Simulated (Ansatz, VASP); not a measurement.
KGe4O7 in VASP and in Ansatz

The input INCAR:

```
PREC = Accurate
ENCUT = 520
EDIFF = 1E-6
ISMEAR = 0
SIGMA = 0.1
LREAL = False
LASPH = True
NELM = 80
ALGO = Normal
ISIF = 2
LWAVE = False
LCHARG = False
GGA = PE
NBANDS = 66
```

The input KPOINTS:

```
Automatic mesh
0
Gamma
  4 4 2
```

File POSCAR:

```
KGe4O7
1.0
    2.8506020200     -6.8036961100      0.0000000000
    2.8506020200      6.8036961100      0.0000000000
    0.0000000000      0.0000000000      8.0520636000
K Ge O
1 4 7
Direct
    0.0000000000      0.0000000000      0.5000000000
    0.5000000000      0.5000000000      0.7895990000
    0.5000000000      0.5000000000      0.2104010000
    0.3173019000      0.6826981000      0.5000000000
    0.6826981000      0.3173019000      0.5000000000
    0.5000000000      0.5000000000      0.0000000000
    0.4086509500      0.5913490500      0.6447995000
    0.5913490500      0.4086509500      0.6447995000
    0.4086509500      0.5913490500      0.3552005000
    0.5913490500      0.4086509500      0.3552005000
    0.5000000000      0.0000000000      0.5000000000
    0.0000000000      0.5000000000      0.5000000000
```

Input for Ansatz:

```yaml
crystal:
  lattice:
    - [2.85060202, -6.80369611, 0.0]
    - [2.85060202, 6.80369611, 0.0]
    - [0.0, 0.0, 8.0520636]
  atoms:
    - { symbol: K, position: [0.0, 0.0, 0.5] }
    - { symbol: Ge, position: [0.5, 0.5, 0.789599] }
    - { symbol: Ge, position: [0.5, 0.5, 0.210401] }
    - { symbol: Ge, position: [0.3173019, 0.6826981, 0.5] }
    - { symbol: Ge, position: [0.6826981, 0.3173019, 0.5] }
    - { symbol: O, position: [0.5, 0.5, 0.0] }
    - { symbol: O, position: [0.40865095, 0.59134905, 0.6447995] }
    - { symbol: O, position: [0.59134905, 0.40865095, 0.6447995] }
    - { symbol: O, position: [0.40865095, 0.59134905, 0.3552005] }
    - { symbol: O, position: [0.59134905, 0.40865095, 0.3552005] }
    - { symbol: O, position: [0.5, 0.0, 0.5] }
    - { symbol: O, position: [0.0, 0.5, 0.5] }
basis:
  ecutwfc: 420
kpoints:
  mp_grid: { grid: [4, 4, 2] }
hamiltonian:
  xc: pbe
scf:
  occupations: { method: gaussian, width: 0.1 }
  lower_state_search: "off"
output:
  forces: true
  stress: true
  eigenvalues: true
```

Alike in both runs: task single point; functional PBE; k mesh 4 × 4 × 2; occupations gaussian, width 0.1 eV; no spin polarisation.

```csv
,VASP,Ansatz
version,VASP 6.6.1,Ansatz 0.2.0
potentials or method,"VASP PAW PBE potentials, release 64 (K_sv, Ge_d, O), cutoff 520 eV","scalar-relativistic, plane waves, PAW"
valence electrons in the cell,107,107
```

VASP gave:

```
gap on the k mesh at the Fermi level (eV)                     : none
pressure (GPa)                                                : 13.5
traceless stress, the component that is largest in VASP (GPa) : -8.93
rms of the force components (eV/Å)                            : 0.771
```

Question: Estimate Ansatz's values.

Answer: gap on the k mesh at the Fermi level (eV): none; pressure (GPa): 13.9; traceless stress, the component that is largest in VASP (GPa): -9.04; rms of the force components (eV/Å): 0.765.

Atom by atom the forces differ by 0.014 eV/Å (rms over components). A gap of «none» marks a metal or a gap that the smearing closes.

The k mesh is coarse, so the values compare programs but aren't converged.
